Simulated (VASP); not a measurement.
# MgS (Niningerite) (Fm-3m) in VASP: further runs

MgS (Niningerite) is run at these levels: PBE, HSE06; tasks: single point.

Program: VASP 6.6.1. These are calculated values, not measurements. Logs are shortened: lines on timing, memory, paths and dates and some standing lists are left out, and cuts for length are marked.

## 1. The cell of the first run

Symmetry: Fm-3m, No. 225, cubic system. The conventional cell has a = 5.097 Å, b = 5.097 Å, c = 5.097 Å, α = 90.00°, β = 90.00°, γ = 90.00°. Within 3.4 Å of S (site symmetry m-3m) lie 6 Mg at 2.55 Å. Within 3.4 Å of Mg (site symmetry m-3m) lie 6 S at 2.55 Å.

## 2. Single point, PBE (volume scaled by 0.94)

File INCAR:

```
SYSTEM = MgS
PREC = Accurate
ENCUT = 520
EDIFF = 1E-6
ISMEAR = -1
SIGMA = 0.05
LREAL = .FALSE.
LASPH = .TRUE.
NELM = 100
ALGO = Normal
ISIF = 2
LWAVE = .FALSE.
LCHARG = .FALSE.
GGA = PE
NBANDS = 11
```

File KPOINTS:

```
regular mesh
0
G
  9 9 9
  0 0 0
```

File POSCAR:

```
MgS
1.0
    0.0000000000      2.5485401997      2.5485401997
    2.5485401997      0.0000000000      2.5485401997
    2.5485401997      2.5485401997      0.0000000000
S Mg
1 1
Direct
    0.5000000000      0.5000000000      0.5000000000
    0.0000000000      0.0000000000      0.0000000000
```

Potentials or basis: VASP PAW PBE potentials, release 64 (S, Mg).

Started as:

```console
$ cat potpaw_PBE.64/S/POTCAR potpaw_PBE.64/Mg/POTCAR > POTCAR
$ mpirun -np 1 vasp_std > vasp.out
```

OUTCAR:

```text
SYSTEM = MgS
   PREC = Accurate
   ENCUT = 520
   EDIFF = 1E-6
   ISMEAR = -1
   LREAL = .FALSE.
   LASPH = .TRUE.
   NELM = 100
   ISIF = 2
   GGA = PE

 ion  position               nearest neighbor table
   1  0.500  0.500  0.500-   2 2.55   2 2.55   2 2.55   2 2.55   2 2.55   2 2.55
   2  0.000  0.000  0.000-   1 2.55   1 2.55   1 2.55   1 2.55   1 2.55   1 2.55

  LATTYP: Found a face centered cubic cell.
 ALAT       =     5.0970803994

  Lattice vectors:

 A1 = (   0.0000000000,   2.5485401997,   2.5485401997)
 A2 = (   2.5485401997,   0.0000000000,   2.5485401997)
 A3 = (   2.5485401997,   2.5485401997,   0.0000000000)

Analysis of symmetry for initial positions (statically):
[... 33 lines left out ...]
                                     Primitive cell

  volume of cell :      33.1058

  direct lattice vectors                    reciprocal lattice vectors
     0.000000000  2.548540200  2.548540200    -0.196190745  0.196190745  0.196190745
     2.548540200  0.000000000  2.548540200     0.196190745 -0.196190745  0.196190745
     2.548540200  2.548540200  0.000000000     0.196190745  0.196190745 -0.196190745

  length of vectors
     3.604180115  3.604180115  3.604180115     0.339812338  0.339812338  0.339812338

  position of ions in fractional coordinates (direct lattice)
[... 8 lines left out ...]
----------------------------------------------------------------------------------------

 KPOINTS: regular mesh

Automatic generation of k-mesh.
 Grid dimensions read from file:
 generate k-points for:    9    9    9

 Generating k-lattice:

  Cartesian coordinates                     Fractional coordinates (reciprocal lattice)
    -0.021798972  0.021798972  0.021798972     0.111111111  0.000000000  0.000000000
     0.021798972 -0.021798972  0.021798972     0.000000000  0.111111111  0.000000000
     0.021798972  0.021798972 -0.021798972     0.000000000  0.000000000  0.111111111

  Length of vectors
     0.037756926  0.037756926  0.037756926

  Shift w.r.t. Gamma in fractional coordinates (k-lattice)
     0.000000000  0.000000000  0.000000000

 Subroutine IBZKPT returns following result:
 ===========================================

 Found     35 irreducible k-points:

 Following reciprocal coordinates:
            Coordinates               Weight
  0.000000  0.000000  0.000000      1.000000
  0.111111  0.000000  0.000000      8.000000
  0.222222  0.000000  0.000000      8.000000
  0.333333  0.000000  0.000000      8.000000
  0.444444  0.000000  0.000000      8.000000
  0.111111  0.111111  0.000000      6.000000
[... 16 lines left out ...]
 -0.333333  0.333333  0.000000     12.000000
  0.444444  0.444444  0.000000      6.000000
 [... further k-points ...]
   k-points           NKPTS =     35   k-points in BZ     NKDIM =     35   number of bands    NBANDS=     11
   number of dos      NEDOS =    301   number of ions     NIONS =      2
   total plane-waves  NPLWV =  21952
   dimension x,y,z NGX =    28 NGY =   28 NGZ =   28
   dimension x,y,z NGXF=    56 NGYF=   56 NGZF=   56
   ions per type =               1   1
   NGX,Y,Z   is equivalent  to a cutoff of  12.92, 12.92, 12.92 a.u.
   NGXF,Y,Z  is equivalent  to a cutoff of  25.83, 25.83, 25.83 a.u.
 SYSTEM =  MgS
   PREC   = accura    normal or accurate (medium, high low for compatibility)
   ISTART =      0    job   : 0-new  1-cont  2-samecut
   ICHARG =      2    charge: 1-file 2-atom 10-const
   ISPIN  =      1    spin polarized calculation?
   LNONCOLLINEAR =      F non collinear calculations
   LSORBIT =      F    spin-orbit coupling
   LASPH  =      T    aspherical Exc in radial PAW
   ENCUT  =  520.0 eV  38.22 Ry    6.18 a.u.   6.70  6.70  6.70*2*pi/ulx,y,z
   NELM   =    100;   NELMIN=  2; NELMDL= -5     # of ELM steps
   EDIFF  = 0.1E-05   stopping-criterion for ELM
   LREAL  =      F    real-space projection
   EDIFFG = 0.1E-04   stopping-criterion for IOM
   NSW    =      0    number of steps for IOM
   IBRION =     -1    ionic relax: 0-MD 1-quasi-New 2-CG
[... 8 lines left out ...]
   EMIN   =  10.00;   EMAX   =-10.00  energy-range for DOS
   EFERMI =   0.00;   METHOD = LEGACY
   ISMEAR =    -1;   SIGMA  =   0.05  broadening in eV -4-tet -1-fermi 0-gaus
   EFERMI_NEDOS =   21; number of points for ismear=-14 and -15
   IALGO  =     38    algorithm
   IMIX   =      4    mixing-type and parameters
     AMIX     =   0.40;   BMIX     =  1.00
     AMIX_MAG =   1.60;   BMIX_MAG =  1.00
  volume/ion in A,a.u.               =      16.55       111.70
  Fermi-wavevector in a.u.,A,eV,Ry     =   1.019694  1.926943 14.147019  1.039777
  Thomas-Fermi vector in A             =   2.153222
   LORBIT       =      0    0 simple, 1 ext, 2 COOP (PROOUT), +10 PAW based schemes
   GGA     = PE    functional components
   LHFCALC =     F    Hartree Fock is set to
   AEXX    =    0.0000 exact exchange contribution
   IVDW    =     0    specifies the selected vdW correction
   LEPSILON=     F    determine dielectric tensor
   LRPA    =     F    only Hartree local field effects (RPA)
 non-spin polarized calculation
  energy-cutoff  :      520.00
  volume of cell :       33.11
 maximum number of plane-waves:       908
   NGX = 13   NGY = 13   NGZ = 13

 number of electron       7.9999999 magnetization

 Free energy of the ion-electron system (eV)
  ---------------------------------------------------
  ext. energy  EPLUGINS =         0.00000000
  ---------------------------------------------------
  free energy    TOTEN  =        -8.45583423 eV

  energy without entropy =       -8.45583423  energy(sigma->0) =       -8.45583423

 E-fermi :   5.2711     XC(G=0):  -9.9463

 val. band max:        4.2962970057   @ k =   0.0000   0.0000   0.0000
 cond. band min:       7.3369535576   @ k =   0.4444   0.4444   0.0000
 fundamental gap:      3.0406565519
 Fermi energy:         5.2711452556

 k-point     1 :       0.0000    0.0000    0.0000
  band No.  band energies     occupation
      1      -8.7386      2.00000
      2       4.2963      2.00000
      3       4.2963      2.00000
      4       4.2963      2.00000
      5       8.5154      0.00000
      6      12.2036      0.00000
      7      12.2036      0.00000
      8      12.2036      0.00000
      9      14.7098      0.00000
     10      14.7098      0.00000
     11      16.9749      0.00000
[... 309 lines left out ...]
 k-point    24 :       0.4444    0.4444    0.0000
  band No.  band energies     occupation
      1      -6.9243      2.00000
      2      -0.1200      2.00000
      3       2.5120      2.00000
      4       2.5120      2.00000
      5       7.3370      0.00000
      6       8.5577      0.00000
      7      16.5564      0.00000
      8      17.1692      0.00000
      9      17.8566      0.00000
     10      17.8566      0.00000
     11      20.9191      0.00000

 [... further k-points ...]
[... 5 lines left out ...]
  --------------------------------------------------------------------------------------
  -------------------------------------------------------------------------------------
  Total        1.3122674      1.3122674      1.3122674      0.0000000      0.0000000     -0.0000000
  in kB       63.5080025     63.5080025     63.5080025      0.0000000      0.0000000     -0.0000000
  external PRESSURE =      63.5080025 kB  Pullay stress =       0.0000000 kB

 VOLUME and BASIS-vectors are now :
 -----------------------------------------------------------------------------
  energy-cutoff  :      520.00
  volume of cell :       33.11
      direct lattice vectors                 reciprocal lattice vectors
     0.000000000  2.548540200  2.548540200    -0.196190745  0.196190745  0.196190745
     2.548540200  0.000000000  2.548540200     0.196190745 -0.196190745  0.196190745
     2.548540200  2.548540200  0.000000000     0.196190745  0.196190745 -0.196190745

 POSITION                                       TOTAL-FORCE (eV/Angst)
 -----------------------------------------------------------------------------------
      2.54854      2.54854      2.54854        -0.000000     -0.000000     -0.000000
      0.00000      0.00000      0.00000         0.000000      0.000000      0.000000
 -----------------------------------------------------------------------------------
    total drift:                                0.000000      0.000000      0.000000

  FREE ENERGIE OF THE ION-ELECTRON SYSTEM (eV)
  ---------------------------------------------------
  free  energy   TOTEN  =        -8.4558342295 eV

  energy  without entropy=       -8.4558342294  energy(sigma->0) =       -8.45583423
```

stdout:

```text
POSCAR found type information on POSCAR S Mg
 POSCAR found :  2 types and       2 ions
 scaLAPACK will be used
 LDA part: xc-table for (Slater+PW92), standard interpolation
 POSCAR, INCAR and KPOINTS ok, starting setup
 FFT: planning ... GRIDC
 FFT: planning ... GRID_SOFT
 FFT: planning ... GRID
 WAVECAR not read
 entering main loop
```

Run time: 18 s. Hardware: 1 thread of Intel Xeon Platinum 8488C (Sapphire Rapids), shared host; peak memory 0.16 GiB.

Results:

```
Free energy            : -8.4558 eV
Pressure               : 6.4 GPa
Band gap on the k mesh : 3.04 eV, indirect (least direct gap 4.22 eV)
```

Levels at points of the mesh, in eV from the valence-band top:
```tsv
k point	band 1	band 2	band 3	band 4	band 5	band 6	band 7	band 8
(0.00, 0.00, 0.00)	-13.03	0.00	0.00	0.00	4.22	7.91	7.91	7.91
```

Caveat: the cell differs from its parent crystal (volume scaled by 0.94). A k mesh can miss the band edges.

## 3. Single point, PBE (volume scaled by 1.02)

Changes to INCAR since step 2:

```diff
@@ -8,3 +8,3 @@
 LASPH = .TRUE.
-NELM = 100
+NELM = 80
 ALGO = Normal
```

File KPOINTS:

```
Automatic mesh
0
G
  9 9 9
  0 0 0
```

File POSCAR:

```
MgS
1.0
    0.0000000000      2.6188799723      2.6188799723
    2.6188799723      0.0000000000      2.6188799723
    2.6188799723      2.6188799723      0.0000000000
S Mg
1 1
Direct
    0.5000000000      0.5000000000      0.5000000000
    0.0000000000      0.0000000000      0.0000000000
```

Potentials or basis: VASP PAW PBE potentials, release 64 (S, Mg).

Started as:

```console
$ cat potpaw_PBE.64/S/POTCAR potpaw_PBE.64/Mg/POTCAR > POTCAR
$ mpirun -np 1 vasp_std > vasp.out
```

Wall time 16 s (1 thread of Intel Xeon Platinum 8488C (Sapphire Rapids), shared host); peak memory 0.16 GiB.

It converged, with:

```
Free energy            : -8.5026 eV
Pressure               : -0.6 GPa
Band gap on the k mesh : 2.86 eV, indirect (least direct gap 3.56 eV)
```

Levels at points of the mesh, in eV from the valence-band top:
```
           k point  band 2  band 3  band 4  band 5  band 6  band 7
(0.00, 0.00, 0.00)    0.00    0.00    0.00    3.56    7.97    7.97
```

Caveat: the cell differs from its parent crystal (volume scaled by 1.02). A k mesh can miss the band edges.

## 4. Single point, HSE06

This run uses another cell than the first one, of 17.61 Å³/atom, 1.064 times its volume.

File POSCAR:

```
MgS
1.0
    0.0000000000      2.6016500000      2.6016500000
    2.6016500000      0.0000000000      2.6016500000
    2.6016500000      2.6016500000      0.0000000000
S Mg
1 1
Direct
    0.5000000000      0.5000000000      0.5000000000
    0.0000000000      0.0000000000      0.0000000000
```

File INCAR.step1:

```
SYSTEM = MgS
ALGO = Normal
EDIFF = 1E-5
ENCUT = 520
GGA = PE
ISIF = 2
ISMEAR = -1
LASPH = .TRUE.
LCHARG = .FALSE.
LREAL = .FALSE.
LWAVE = .TRUE.
NBANDS = 11
NELM = 60
PREC = Accurate
SIGMA = 0.05
```

File INCAR.step2:

```
SYSTEM = MgS
ALGO = Normal
EDIFF = 1E-6
ENCUT = 520
GGA = PE
HFSCREEN = 0.2079
ISIF = 2
ISMEAR = -1
ISTART = 1
LASPH = .TRUE.
LCHARG = .FALSE.
LHFCALC = .TRUE.
LREAL = .FALSE.
LWAVE = .FALSE.
NBANDS = 11
NELM = 60
PREC = Accurate
PRECFOCK = Normal
SIGMA = 0.05
```

File KPOINTS:

```
k-points
0
G
  6 6 6
  0 0 0
```

Potentials or basis: VASP PAW PBE potentials, release 64 (S, Mg).

Started as:

```console
$ cat potpaw_PBE.64/S/POTCAR potpaw_PBE.64/Mg/POTCAR > POTCAR
$ cp INCAR.step1 INCAR
$ mpirun -np 1 vasp_std > vasp.out
$ cp INCAR.step2 INCAR
$ mpirun -np 1 vasp_std > vasp.out
```

OUTCAR:

```text
SYSTEM = MgS
   EDIFF = 1E-6
   ENCUT = 520
   GGA = PE
   HFSCREEN = 0.2079
   ISIF = 2
   ISMEAR = -1
   ISTART = 1
   LASPH = .TRUE.
   LHFCALC = .TRUE.
   LREAL = .FALSE.
   NELM = 60
   PREC = Accurate
   PRECFOCK = Normal

 ion  position               nearest neighbor table
   1  0.500  0.500  0.500-   2 2.60   2 2.60   2 2.60   2 2.60   2 2.60   2 2.60
   2  0.000  0.000  0.000-   1 2.60   1 2.60   1 2.60   1 2.60   1 2.60   1 2.60

  LATTYP: Found a face centered cubic cell.
 ALAT       =     5.2033000000

  Lattice vectors:

 A1 = (   0.0000000000,   2.6016500000,   2.6016500000)
 A2 = (   2.6016500000,   0.0000000000,   2.6016500000)
 A3 = (   2.6016500000,   2.6016500000,   0.0000000000)

Analysis of symmetry for initial positions (statically):
[... 33 lines left out ...]
                                     Primitive cell

  volume of cell :      35.2190

  direct lattice vectors                    reciprocal lattice vectors
     0.000000000  2.601650000  2.601650000    -0.192185728  0.192185728  0.192185728
     2.601650000  0.000000000  2.601650000     0.192185728 -0.192185728  0.192185728
     2.601650000  2.601650000  0.000000000     0.192185728  0.192185728 -0.192185728
[... 138 lines left out ...]
  band No.  band energies     occupation
      1     -10.8996      2.00000
      2       3.0637      2.00000
      3       3.0637      2.00000
      4       3.0637      2.00000
      5       7.8583      0.00000
      6      12.1681      0.00000
      7      12.1681      0.00000
      8      12.1681      0.00000
      9      14.7525      0.00000
     10      14.7525      0.00000
     11      16.7968      0.00000
[... 197 lines left out ...]
 k-point    16 :      -0.3333    0.5000    0.1667
  band No.  band energies     occupation
      1      -9.0194      2.00000
      2      -1.0381      2.00000
      3       0.2547      2.00000
      4       0.6943      2.00000
      5       8.5226      0.00000
      6      10.3417      0.00000
      7      13.5414      0.00000
      8      14.1859      0.00000
      9      18.4153      0.00000
     10      19.6623      0.00000
     11      20.1315      0.00000

------------------------ aborting loop because EDIFF is reached ----------------------------------------

  FORCE on cell =-STRESS in cart. coord.  units (eV):
  Direction    XX          YY          ZZ          XY          YZ          ZX
  --------------------------------------------------------------------------------------
  -------------------------------------------------------------------------------------
  Total       -0.1598314     -0.1598314     -0.1598314     -0.0000000      0.0000000      0.0000000
  in kB       -7.2710309     -7.2710309     -7.2710309     -0.0000000      0.0000000      0.0000000
  external PRESSURE =      -7.2710309 kB  Pullay stress =       0.0000000 kB

 VOLUME and BASIS-vectors are now :
 -----------------------------------------------------------------------------
  energy-cutoff  :      520.00
  volume of cell :       35.22
      direct lattice vectors                 reciprocal lattice vectors
     0.000000000  2.601650000  2.601650000    -0.192185728  0.192185728  0.192185728
     2.601650000  0.000000000  2.601650000     0.192185728 -0.192185728  0.192185728
     2.601650000  2.601650000  0.000000000     0.192185728  0.192185728 -0.192185728

 POSITION                                       TOTAL-FORCE (eV/Angst)
 -----------------------------------------------------------------------------------
      2.60165      2.60165      2.60165         0.000000     -0.000000     -0.000000
      0.00000      0.00000      0.00000        -0.000000      0.000000      0.000000
 -----------------------------------------------------------------------------------
    total drift:                               -0.000000     -0.000000     -0.000000

  FREE ENERGIE OF THE ION-ELECTRON SYSTEM (eV)
  ---------------------------------------------------
  free  energy   TOTEN  =        -9.8869485778 eV

  energy  without entropy=       -9.8869485778  energy(sigma->0) =       -9.88694858
```

OUTCAR.step1:

```text
SYSTEM = MgS
   EDIFF = 1E-5
   ENCUT = 520
   GGA = PE
   ISIF = 2
   ISMEAR = -1
   LASPH = .TRUE.
[... 433 lines left out ...]
      2.60165      2.60165      2.60165        -0.000000      0.000000      0.000000
      0.00000      0.00000      0.00000         0.000000     -0.000000      0.000000
 -----------------------------------------------------------------------------------
    total drift:                                0.000000      0.000000      0.000000

  FREE ENERGIE OF THE ION-ELECTRON SYSTEM (eV)
  ---------------------------------------------------
  free  energy   TOTEN  =        -8.4992063085 eV

  energy  without entropy=       -8.4992063084  energy(sigma->0) =       -8.49920631
```

OSZICAR.step1:

```text
N       E                     dE             d eps       ncg     rms          rms(c)
DAV:   1     0.233692013072E+02    0.23369E+02   -0.37363E+03   352   0.598E+02
DAV:   2    -0.743370512379E+01   -0.30803E+02   -0.28198E+02   446   0.104E+02
DAV:   3    -0.889740430964E+01   -0.14637E+01   -0.14614E+01   446   0.239E+01
DAV:   4    -0.890601229056E+01   -0.86080E-02   -0.86074E-02   412   0.218E+00
DAV:   5    -0.890607707628E+01   -0.64786E-04   -0.64786E-04   448   0.178E-01    0.441E+00
DAV:   6    -0.853980827390E+01    0.36627E+00   -0.78428E-01   385   0.350E+00    0.345E+00
DAV:   7    -0.849936105497E+01    0.40447E-01   -0.21630E-01   409   0.202E+00    0.228E+00
DAV:   8    -0.849947956436E+01   -0.11851E-03   -0.14779E-02   367   0.741E-01    0.102E+00
DAV:   9    -0.849919261916E+01    0.28695E-03   -0.78624E-04   425   0.164E-01    0.354E-01
DAV:  10    -0.849920953993E+01   -0.16921E-04   -0.22340E-04   397   0.690E-02    0.407E-02
DAV:  11    -0.849920630849E+01    0.32314E-05   -0.21330E-05   371   0.205E-02
   1 F= -.84992063E+01 E0= -.84992063E+01  d E =-.502376E-10
```

Run time: 25 min. Hardware: 1 thread of AMD EPYC 7R13, shared host; peak memory 0.25 GiB.

Results:

| Item | Value |
| --- | --- |
| Free energy | -9.8869 eV |
| Pressure | -0.7 GPa |
| Band gap on the k mesh | 3.75 eV, indirect (least direct gap 4.79 eV) |

Caveat: the PAW data sets were made with another functional, which shifts forces and pressure a little. A k mesh can miss the band edges.

[end of part 1 of 2]
